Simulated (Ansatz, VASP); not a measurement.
## Two plane-wave programs on AlH4

File INCAR:

```
PREC     = Accurate       # precision mode
ENCUT    = 520            # plane-wave cutoff, eV
EDIFF    = 1E-6           # SCF threshold, eV
ISMEAR   = 0              # smearing method
SIGMA    = 0.1            # smearing width, eV
LREAL    = F              # projectors in reciprocal space
LASPH    = T              # aspherical terms in the spheres
NELM     = 100            # most SCF steps
ALGO     = Normal         # electronic algorithm
ISIF     = 2              # what is computed and relaxed
LWAVE    = F              # write WAVECAR
LCHARG   = T              # write CHGCAR
GGA      = PE             # functional
LELF     = T              # ELF
LVHAR    = T            
NBANDS   = 12             # bands
```

KPOINTS

```
Automatic mesh
0
Gamma
  8 8 8
```

POSCAR

```
AlH4
1.0
   -1.7329261700      1.7329261700      3.3931119900
    1.7329261700     -1.7329261700      3.3931119900
    1.7329261700      1.7329261700     -3.3931119900
Al H
1 4
Direct
    0.0000000000      0.0000000000      0.0000000000
    0.2370000000      0.2370000000      0.0000000000
    0.7630000000      0.7630000000      0.0000000000
    0.5000000000      0.0000000000      0.5000000000
    0.0000000000      0.5000000000      0.5000000000
```

Input for Ansatz:

```yaml
crystal:
  lattice:
    - [-1.73292617, 1.73292617, 3.39311199]
    - [1.73292617, -1.73292617, 3.39311199]
    - [1.73292617, 1.73292617, -3.39311199]
  atoms:
    - { symbol: Al, position: [0.0, 0.0, 0.0] }
    - { symbol: H, position: [0.237, 0.237, 0.0] }
    - { symbol: H, position: [0.763, 0.763, 0.0] }
    - { symbol: H, position: [0.5, 0.0, 0.5] }
    - { symbol: H, position: [0.0, 0.5, 0.5] }
basis:
  ecutwfc: 420
kpoints:
  mp_grid: { grid: [8, 8, 8] }
hamiltonian:
  xc: pbe
scf:
  occupations: { method: gaussian, width: 0.1 }
  lower_state_search: "off"
output:
  forces: true
  stress: true
  eigenvalues: true
```

Change from the starting cell: species swapped into the SnF4 type (I4/mmm, No. 139).

Alike in both runs: task single point; functional PBE; k mesh 8 × 8 × 8; occupations gaussian, width 0.1 eV; no spin polarisation.

|  | VASP | Ansatz |
| --- | --- | --- |
| version | VASP 6.6.1 | Ansatz 0.2.0 |
| potentials or method | VASP PAW PBE potentials, release 64 (Al, H), cutoff 520 eV | scalar-relativistic, plane waves, PAW |
| valence electrons in the cell | 7 | 7 |

```csv
,VASP,Ansatz,Ansatz less VASP
gap on the k mesh at the Fermi level (eV),none,none,-
pressure (GPa),4.5,4.6,+0.19
"traceless stress, the component that is largest in VASP (GPa)",3.43,3.45,+0.023
rms of the force components (eV/Å),0.191,0.192,+0.0011
```

Atom by atom the forces differ by 0.001 eV/Å (rms over components). A gap of «none» marks a metal or a gap that the smearing closes.
